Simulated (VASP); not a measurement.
# WC (Fm-3m) in VASP: settings compared, part 3 of 3

VASP 6.6.1. Earlier steps stand in the parts before.

### Step 5. Single point, LDA

This run uses another cell than the first one, of 10.54 Å³/atom, 0.962 times its volume.

INCAR reads:

```
SYSTEM = WC
  ALGO = Normal
  EDIFF = 1E-6
  ENCUT = 520
  ISIF = 2
  ISMEAR = -1
  LASPH = .True.
  LCHARG = .True.
  LELF = .True.
  LREAL = .False.
  LVHAR = .True.
  LWAVE = .False.
  NBANDS = 16
  NELM = 80
  PREC = Accurate
  SIGMA = 0.05
```

KPOINTS reads:

```
k-points
0
Gamma
  10 10 10
  0 0 0
```

POSCAR reads:

```
WC
1.0
    0.0000000000      2.1926840000      2.1926840000
    2.1926840000      0.0000000000      2.1926840000
    2.1926840000      2.1926840000      0.0000000000
W C
1 1
Direct
    0.0000000000      0.0000000000      0.0000000000
    0.5000000000      0.5000000000      0.5000000000
```

Potentials or basis: VASP PAW LDA potentials, release 64 (W_sv, C).

The run is started by

```console
$ cat potpaw_LDA.64/W_sv/POTCAR potpaw_LDA.64/C/POTCAR > POTCAR
$ mpirun -np 1 vasp_std > vasp.out
```

OUTCAR:

```text
SYSTEM = WC
   EDIFF = 1E-6
   ENCUT = 520
   ISIF = 2
   ISMEAR = -1
   LASPH = .True.
   LREAL = .False.
   NELM = 80
   PREC = Accurate

 ion  position               nearest neighbor table
   1  0.000  0.000  0.000-   2 2.19   2 2.19   2 2.19   2 2.19   2 2.19   2 2.19
   2  0.500  0.500  0.500-   1 2.19   1 2.19   1 2.19   1 2.19   1 2.19   1 2.19

  LATTYP: Found a face centered cubic cell.
 ALAT       =     4.3853680000

  Lattice vectors:

 A1 = (   0.0000000000,   2.1926840000,   2.1926840000)
 A2 = (   2.1926840000,   0.0000000000,   2.1926840000)
 A3 = (   2.1926840000,   2.1926840000,   0.0000000000)

Analysis of symmetry for initial positions (statically):
=====================================================================
 Subroutine PRICEL returns:
 Original cell was already a primitive cell.

 Routine SETGRP: Setting up the symmetry group for a
 face centered cubic supercell.

 Subroutine GETGRP returns: Found 48 space group operations
 (whereof 48 operations were pure point group operations)
 out of a pool of 48 trial point group operations.

The static configuration has the point symmetry O_h .

Analysis of symmetry for dynamics (positions and initial velocities):
=====================================================================
 Subroutine PRICEL returns:
 Original cell was already a primitive cell.

 Routine SETGRP: Setting up the symmetry group for a
 face centered cubic supercell.

 Subroutine GETGRP returns: Found 48 space group operations
 (whereof 48 operations were pure point group operations)
 out of a pool of 48 trial point group operations.

The dynamic configuration has the point symmetry O_h .

 Subroutine INISYM returns: Found 48 space group operations
 (whereof 48 operations are pure point group operations),
 and found     1 'primitive' translations

----------------------------------------------------------------------------------------

                                     Primitive cell

  volume of cell :      21.0842

  direct lattice vectors                    reciprocal lattice vectors
     0.000000000  2.192684000  2.192684000    -0.228031034  0.228031034  0.228031034
     2.192684000  0.000000000  2.192684000     0.228031034 -0.228031034  0.228031034
     2.192684000  2.192684000  0.000000000     0.228031034  0.228031034 -0.228031034

  length of vectors
     3.100923451  3.100923451  3.100923451     0.394961337  0.394961337  0.394961337

  position of ions in fractional coordinates (direct lattice)
     0.000000000  0.000000000  0.000000000
     0.500000000  0.500000000  0.500000000

  ion indices of the primitive-cell ions
   primitive index   ion index
                 1           1
                 2           2

----------------------------------------------------------------------------------------

 KPOINTS: k-points

Automatic generation of k-mesh.
 Grid dimensions read from file:
 generate k-points for:   10   10   10

 Generating k-lattice:

  Cartesian coordinates                     Fractional coordinates (reciprocal lattice)
    -0.022803103  0.022803103  0.022803103     0.100000000  0.000000000  0.000000000
     0.022803103 -0.022803103  0.022803103     0.000000000  0.100000000  0.000000000
     0.022803103  0.022803103 -0.022803103     0.000000000  0.000000000  0.100000000

  Length of vectors
     0.039496134  0.039496134  0.039496134

  Shift w.r.t. Gamma in fractional coordinates (k-lattice)
     0.000000000  0.000000000  0.000000000

 Subroutine IBZKPT returns following result:
 ===========================================

 Found     47 irreducible k-points:

 Following reciprocal coordinates:
            Coordinates               Weight
  0.000000  0.000000  0.000000      1.000000
  0.100000  0.000000  0.000000      8.000000
  0.200000  0.000000  0.000000      8.000000
  0.300000  0.000000  0.000000      8.000000
  0.400000  0.000000  0.000000      8.000000
  0.500000  0.000000  0.000000      4.000000
[... 16 lines left out ...]
  0.300000  0.300000  0.000000      6.000000
  0.400000  0.300000  0.000000     24.000000
 [... further k-points ...]
   k-points           NKPTS =     47   k-points in BZ     NKDIM =     47   number of bands    NBANDS=     16
   number of dos      NEDOS =    301   number of ions     NIONS =      2
   total plane-waves  NPLWV =  13824
   dimension x,y,z NGX =    24 NGY =   24 NGZ =   24
   dimension x,y,z NGXF=    48 NGYF=   48 NGZF=   48
   ions per type =               1   1
   NGX,Y,Z   is equivalent  to a cutoff of  12.87, 12.87, 12.87 a.u.
   NGXF,Y,Z  is equivalent  to a cutoff of  25.73, 25.73, 25.73 a.u.
 SYSTEM =  WC
   PREC   = accura    normal or accurate (medium, high low for compatibility)
   ISTART =      0    job   : 0-new  1-cont  2-samecut
   ICHARG =      2    charge: 1-file 2-atom 10-const
   ISPIN  =      1    spin polarized calculation?
   LNONCOLLINEAR =      F non collinear calculations
   LSORBIT =      F    spin-orbit coupling
   LASPH  =      T    aspherical Exc in radial PAW
   ENCUT  =  520.0 eV  38.22 Ry    6.18 a.u.   5.77  5.77  5.77*2*pi/ulx,y,z
   NELM   =     80;   NELMIN=  2; NELMDL= -5     # of ELM steps
   EDIFF  = 0.1E-05   stopping-criterion for ELM
   LREAL  =      F    real-space projection
   EDIFFG = 0.1E-04   stopping-criterion for IOM
   NSW    =      0    number of steps for IOM
   IBRION =     -1    ionic relax: 0-MD 1-quasi-New 2-CG
   NFREE  =      0    steps in history (QN), initial steepest desc. (CG)
   ISIF   =      2    stress and relaxation
   ISYM   =      2    0-nonsym 1-usesym 2-fastsym
   POTIM  = 0.5000    time-step for ionic-motion
   TEBEG  =    0.0;   TEEND  =   0.0 temperature during run
   PSTRESS=    0.0 pullay stress
   NELECT =      18.0000    total number of electrons
   NUPDOWN=      -1.0000    fix difference up-down
   EMIN   =  10.00;   EMAX   =-10.00  energy-range for DOS
   EFERMI =   0.00;   METHOD = LEGACY
   ISMEAR =    -1;   SIGMA  =   0.05  broadening in eV -4-tet -1-fermi 0-gaus
   EFERMI_NEDOS =   21; number of points for ismear=-14 and -15
   IALGO  =     38    algorithm
   IMIX   =      4    mixing-type and parameters
     AMIX     =   0.40;   BMIX     =  1.00
     AMIX_MAG =   1.60;   BMIX_MAG =  1.00
  volume/ion in A,a.u.               =      10.54        71.14
  Fermi-wavevector in a.u.,A,eV,Ry     =   1.553029  2.934800 32.815887  2.411900
  Thomas-Fermi vector in A             =   2.657319
   LORBIT       =      0    0 simple, 1 ext, 2 COOP (PROOUT), +10 PAW based schemes
   GGA     = CA    functional components
   LHFCALC =     F    Hartree Fock is set to
   AEXX    =    0.0000 exact exchange contribution
   IVDW    =     0    specifies the selected vdW correction
   LEPSILON=     F    determine dielectric tensor
   LRPA    =     F    only Hartree local field effects (RPA)
 non-spin polarized calculation
  energy-cutoff  :      520.00
  volume of cell :       21.08
 maximum number of plane-waves:       588
   NGX = 11   NGY = 11   NGZ = 11

 number of electron      18.0000001 magnetization

 Free energy of the ion-electron system (eV)
  ---------------------------------------------------
  ext. energy  EPLUGINS =         0.00000000
  ---------------------------------------------------
  free energy    TOTEN  =       -23.79171038 eV

  energy without entropy =      -23.78539312  energy(sigma->0) =      -23.78855175

 E-fermi :  12.3236     XC(G=0): -13.8946

 val. band max:       12.2186895281   @ k =   0.3000   0.2000   0.1000
 cond. band min:      12.3741678347   @ k =  -0.3000   0.3000   0.1000
 fundamental gap:      0.1554783066
 Fermi energy:        12.3236143223

 k-point     1 :       0.0000    0.0000    0.0000
  band No.  band energies     occupation
      1     -62.6729      2.00000
      2     -26.9250      2.00000
      3     -26.9250      2.00000
      4     -26.9250      2.00000
      5      -3.3318      2.00000
      6       9.5260      2.00000
[... 8 lines left out ...]
     15      22.0179      0.00000
     16      35.6451      0.00000

 k-point     2 :       0.1000    0.0000    0.0000
  band No.  band energies     occupation
      1     -62.6693      2.00000
      2     -26.9845      2.00000
      3     -26.9314      2.00000
      4     -26.9314      2.00000
      5      -3.0509      2.00000
      6       8.6383      2.00000
[... 8 lines left out ...]
     15      22.6618      0.00000
     16      32.9763      0.00000
[... 387 lines left out ...]
      5      -1.1904      2.00000
      6       5.1540      2.00000
[... 8 lines left out ...]
     15      24.8590      0.00000
     16      27.8385      0.00000

 k-point    24 :       0.4000    0.3000    0.0000
  band No.  band energies     occupation
      1     -62.6321      2.00000
      2     -27.3638      2.00000
      3     -27.1055      2.00000
      4     -27.0874      2.00000
      5      -0.8746      2.00000
      6       5.2923      2.00000
[... 8 lines left out ...]
     15      24.0019      0.00000
     16      27.7361      0.00000

 [... further k-points ...]
[... 5 lines left out ...]
  --------------------------------------------------------------------------------------
  -------------------------------------------------------------------------------------
  Total       -1.8481696     -1.8481696     -1.8481696      0.0000000      0.0000000      0.0000000
  in kB     -140.4411115   -140.4411115   -140.4411115      0.0000000      0.0000000      0.0000000
  external PRESSURE =    -140.4411115 kB  Pullay stress =       0.0000000 kB

 VOLUME and BASIS-vectors are now :
 -----------------------------------------------------------------------------
  energy-cutoff  :      520.00
  volume of cell :       21.08
      direct lattice vectors                 reciprocal lattice vectors
     0.000000000  2.192684000  2.192684000    -0.228031034  0.228031034  0.228031034
     2.192684000  0.000000000  2.192684000     0.228031034 -0.228031034  0.228031034
     2.192684000  2.192684000  0.000000000     0.228031034  0.228031034 -0.228031034

 POSITION                                       TOTAL-FORCE (eV/Angst)
 -----------------------------------------------------------------------------------
      0.00000      0.00000      0.00000        -0.000000     -0.000000     -0.000000
      2.19268      2.19268      2.19268         0.000000      0.000000      0.000000
 -----------------------------------------------------------------------------------
    total drift:                                0.000000     -0.000000     -0.000000

  FREE ENERGIE OF THE ION-ELECTRON SYSTEM (eV)
  ---------------------------------------------------
  free  energy   TOTEN  =       -23.7917103824 eV

  energy  without entropy=      -23.7853931203  energy(sigma->0) =      -23.78855175
```

Run time: 10 s. Hardware: 1 thread of AMD EPYC 9R45 (Zen 5), shared host; peak memory 0.11 GiB.

What came out:

- Free energy: -23.7917 eV
- Pressure: -14.0 GPa
- Band gap on the k mesh: zero (band 9 reaches 13.31 eV, above the bottom of band 10 at 10.14 eV)

Caveat: spin-orbit coupling is left out, which moves the levels of the heavy elements.

### Step 6. Overview

```csv
level,potentials or basis,cell,smearing,gap on the mesh (eV),pressure (GPa)
LDA,"VASP PAW LDA potentials, release 64 (W_sv, C)","a = 3.142 Å, angles 60.0°, 2 atoms",fermi-dirac 0.05 eV,none,-26.3
PBE,"VASP PAW PBE potentials, release 64 (W_sv, C)","a = 3.101 Å, angles 60.0°, 2 atoms",gaussian 0.011 eV,none,-0.7
PBE,"VASP PAW PBE potentials, release 64 (W_sv, C)","a = 3.101 Å, angles 60.0°, 2 atoms",fermi-dirac 0.05 eV,none,-0.6
LDA,"VASP PAW LDA potentials, release 64 (W_sv, C)","a = 3.101 Å, angles 60.0°, 2 atoms",fermi-dirac 0.05 eV,none,-14.0
```

Alike in all rows: task single point; no spin polarisation; k mesh 10 × 10 × 10; cutoff (eV) 520.

Caveats: spin-orbit coupling is left out, which moves the levels of the heavy elements.

Absolute energies hang on the potentials; compare differences alone.
